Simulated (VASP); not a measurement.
Set up this calculation in VASP 6.6.1, as the native input.

| Property | Result |
| --- | --- |
| Task | relaxation of cell and atoms |
| Functional | PBE |
| Potentials or basis | VASP PAW PBE potentials, release 64 (Al, N) |
| Cutoff | 600 eV |
| k mesh | 10 × 10 × 10 |
| Occupations | gaussian, width 0.02 eV |
| Spin | no spin polarisation |
| Dipole correction | no |
| Further INCAR settings | ALGO = Normal; EDIFF = 1e-07; IBRION = 2; EDIFFG = -0.01; NSW = 100; ISIF = 3 |

The structure of AlN lies in POSCAR:

```
AlN
1.0
    0.0000000000      2.0348486867      2.0348486867
    2.0348486867      0.0000000000      2.0348486867
    2.0348486867      2.0348486867      0.0000000000
Al N
1 1
Direct
    0.5000000000      0.5000000000      0.5000000000
    0.0000000000      0.0000000000      0.0000000000
```

The cell was built from a structure type or drawn by symmetry, and may not be a known phase.

The input as run:

INCAR

```
PREC     = Accurate       # precision mode
ENCUT    = 600            # plane-wave cutoff, eV
EDIFF    = 1E-7           # SCF threshold, eV
ISMEAR   = 0              # smearing method
SIGMA    = 0.02           # smearing width, eV
LREAL    = False          # projectors in reciprocal space
LASPH    = True           # aspherical terms in the spheres
NELM     = 100            # most SCF steps
ALGO     = Normal         # electronic algorithm
ISIF     = 3              # what is computed and relaxed
LWAVE    = False          # write WAVECAR
LCHARG   = False          # write CHGCAR
GGA      = PE             # functional
IBRION   = 2              # ionic algorithm
NSW      = 100            # ionic steps
EDIFFG   = -0.01          # ionic threshold
```

KPOINTS

```
regular mesh
0
Gamma
  10 10 10
```

Potentials or basis: VASP PAW PBE potentials, release 64 (Al, N).

Launch:

```console
$ cat potpaw_PBE.64/Al/POTCAR potpaw_PBE.64/N/POTCAR > POTCAR
$ mpirun -np 1 vasp_std > vasp.out
```

It gave:

| Item | Value |
| --- | --- |
| Relaxed volume | 8.42 Å³/atom |
| Relaxed cell | a = 2.877 Å, b = 2.877 Å, c = 2.877 Å, α = 60.00°, β = 60.00°, γ = 60.00° |
| Space group after relaxing (to 0.1 Å) | Fm-3m (No. 225) |
| Energy gained by relaxing | 0.0 meV/atom |
| Ionic steps | 3 |
| Pressure after relaxing | 0.0 GPa |
| Band gap on the k mesh | 4.43 eV (least direct gap 5.42 eV) |

Run time: 12 s on 1 thread of Intel(R) Xeon(R) Platinum 8259CL CPU @ 2.50GHz (Skylake/Cascade Lake) (shared host), peak memory 0.13 GiB.
